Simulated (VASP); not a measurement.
Input of a VASP 6.6.1 run:

Contents of POSCAR:

```
NiO
1.0
    4.1826200000      2.0913100000      2.0913100000
    2.0913100000      4.1826200000      2.0913100000
    2.0913100000      2.0913100000      4.1826200000
Ni O
2 2
Direct
    0.0000000000      0.0000000000      0.0000000000
    0.5000000000      0.5000000000      0.5000000000
    0.2500000000      0.2500000000      0.2500000000
    0.7500000000      0.7500000000      0.7500000000
```

Contents of INCAR.step1:

```
PREC     = Accurate       # precision mode
ENCUT    = 520            # plane-wave cutoff, eV
ISMEAR   = 0              # smearing method
SIGMA    = 0.02           # smearing width, eV
LREAL    = False          # projectors in reciprocal space
LASPH    = True           # aspherical terms in the spheres
NELM     = 150            # most SCF steps
ISPIN    = 2              # spin polarisation
MAGMOM   = 2 2 0 0        # initial moments
LMAXMIX  = 4              # l up to which the mixer works
NBANDS   = 28             # bands
GGA      = PE             # functional
ALGO     = Normal         # electronic algorithm
EDIFF    = 1E-4           # SCF threshold, eV
LWAVE    = True           # write WAVECAR
LCHARG   = False          # write CHGCAR
```

Contents of INCAR.step2:

```
PREC     = Accurate       # precision mode
ENCUT    = 520            # plane-wave cutoff, eV
EDIFF    = 1E-6           # SCF threshold, eV
ISMEAR   = 0              # smearing method
SIGMA    = 0.02           # smearing width, eV
LREAL    = False          # projectors in reciprocal space
LASPH    = True           # aspherical terms in the spheres
NELM     = 150            # most SCF steps
ALGO     = Normal         # electronic algorithm
ISIF     = 2              # what is computed and relaxed
LWAVE    = False          # write WAVECAR
LCHARG   = True           # write CHGCAR
ISPIN    = 2              # spin polarisation
MAGMOM   = 2 2 0 0        # initial moments
LORBIT   = 11             # projections on sites
LMAXMIX  = 4              # l up to which the mixer works
METAGGA  = R2SCAN         # meta-GGA
LMIXTAU  = True         
LELF     = True           # ELF
LVHAR    = True         
NBANDS   = 28             # bands
ISTART   = 1
```

File KPOINTS:

```
regular mesh
0
Gamma
  7 7 7
```

Potentials or basis: VASP PAW PBE potentials, release 64 (Ni, O).

Command:

```bash
$ cat potpaw_PBE.64/Ni/POTCAR potpaw_PBE.64/O/POTCAR > POTCAR
$ cp INCAR.step1 INCAR
$ mpirun -np 1 vasp_std > vasp.out
$ cp INCAR.step2 INCAR
$ mpirun -np 1 vasp_std > vasp.out
```

**Question.** What does it give for the site moments?

**Answer.** Ni +1.69; O +0.28 μB.

**Question.** What does it give for the net moment?

**Answer.** 4.00 μB per cell.

**Question.** Estimate the band gap on the k mesh.

**Answer.** 0.73 eV.

**Question.** Predict the pressure.

**Answer.** 1.0 GPa.

Caveat: the PAW data sets were made with another functional, which shifts forces and pressure a little.

**What was measured.**

From “Local correlations, non-local screening, multiplets, and band formation in NiO”, 2012, arxiv:1210.6675, for a bulk crystal of NiO: band gap 4.3 eV.

Measured gap of NiO: 4.3 eV (quoted in “Local correlations, non-local screening, multiplets, and band formation in NiO”, 2012, arxiv:1210.6675). This calculation gives 0.73 eV (-3.57 eV). So large a miss can be the level of theory's own, or it may mean another phase, state or a wrong row. The value is that of r2SCAN on a finite k mesh, which can miss the band edges, without temperature or zero-point motion. The run's magnetic order (collinear spin, ferromagnetic start) needn't be the measured crystal's.
